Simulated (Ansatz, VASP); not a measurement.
## Lu: VASP beside Ansatz

INCAR

```
PREC     = Accurate       # precision mode
ENCUT    = 520            # plane-wave cutoff, eV
EDIFF    = 1E-6           # SCF threshold, eV
ISMEAR   = -1             # smearing method
SIGMA    = 0.1            # smearing width, eV
LREAL    = F              # projectors in reciprocal space
LASPH    = T              # aspherical terms in the spheres
NELM     = 80             # most SCF steps
ALGO     = Normal         # electronic algorithm
ISIF     = 2              # what is computed and relaxed
LWAVE    = F              # write WAVECAR
LCHARG   = T              # write CHGCAR
GGA      = PS             # functional
LELF     = T              # ELF
LVHAR    = T            
NBANDS   = 44             # bands
```

KPOINTS

```
Automatic mesh
0
Gamma
  8 8 11
```

File POSCAR:

```
Lu
1.0
    5.1021770110      0.0000000000      0.0000000000
   -2.5510885055      4.4186149062      0.0000000000
    0.0000000000      0.0000000000      3.2045143562
Lu
3
Direct
    1.0000000000      0.0000000000      1.0000000000
    0.3333333333      0.6666666667      0.5000000000
    0.6666666667      0.3333333333      0.5000000000
```

Input for Ansatz:

```yaml
crystal:
  lattice:
    - [5.102177011, 0.0, 0.0]
    - [-2.5510885055, 4.4186149062, 0.0]
    - [0.0, 0.0, 3.2045143562]
  atoms:
    - { symbol: Lu, position: [1.0, 0.0, 1.0] }
    - { symbol: Lu, position: [0.3333333333, 0.6666666667, 0.5] }
    - { symbol: Lu, position: [0.6666666667, 0.3333333333, 0.5] }
hamiltonian:
  xc: pbesol
  pseudopotentials:
    kind: paw
    azcp:
      Lu: "pseudopotentials/Lu.paw.azcp"
basis:
  ecutwfc: 420
  fft_grid_basis: typed
kpoints:
  mp_grid: { grid: [8, 8, 11], shift: [0, 0, 0] }
magnetization:
  spin_polarized: false
scf:
  occupations: { method: fermi_dirac, width: 0.1 }
  lower_state_search: "off"
output:
  stress: true
```

Alike in both runs: task single point; functional PBEsol; k mesh 8 × 8 × 11; occupations fermi-dirac, width 0.1 eV; no spin polarisation.

```csv
,VASP,Ansatz
version,VASP 6.6.1,Ansatz 0.2.0
potentials or method,"VASP PAW PBE potentials, release 64 (Lu), cutoff 520 eV","plane waves (420 eV) with PAW, scalar-relativistic"
valence electrons in the cell,75,75
```

|  | VASP | Ansatz | Ansatz less VASP |
| --- | --- | --- | --- |
| pressure (GPa) | 7.8 | 7.4 | -0.34 |
| traceless stress, the component that is largest in VASP (GPa) | -0.62 | -0.56 | +0.064 |

VASP's potentials were made for PBE, not for PBEsol, and Ansatz warns of the same on its side.

Neither program's run includes spin-orbit coupling.
